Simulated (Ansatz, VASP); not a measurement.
## Ti2O in VASP and in Ansatz

```
Ti O
1.0
     2.95143    0.00000    0.00000
    -1.47572    2.55602    0.00000
     0.00000    0.00000    4.81400
Ti O
2 1
Direct
  0.66667 0.33333 0.26889
  0.33333 0.66667 0.73111
  0.00000 0.00000 0.00000
```

Alike in both runs: functional r2SCAN; k mesh 18 × 18 × 10; occupations gaussian, width 0.1 eV; no spin polarisation.

Ansatz relaxed the structure, and its values are those at the end. VASP's run is a single point on that final structure, the one shown.

```csv
,VASP,Ansatz
version,VASP 6.6.1,Ansatz 0.2.0
potentials or method,"VASP PAW PBE potentials, release 64 (Ti_sv, O), cutoff 520 eV","scalar-relativistic, plane waves, PAW"
valence electrons in the cell,30,30
```

Ansatz gave:

* gap on the k mesh at the Fermi level (eV): none
* pressure (GPa): 0.0
* rms of the force components (eV/Å): 0.001

Task: What did VASP give for the same quantities?

Result: gap on the k mesh at the Fermi level (eV): none; pressure (GPa): 1.0; rms of the force components (eV/Å): 0.030.

VASP's potentials were made for PBE, not for r2SCAN. A gap of «none» marks a metal or a gap that the smearing closes. With one functional, cell and mesh, what is left measures potentials, basis and numerics.
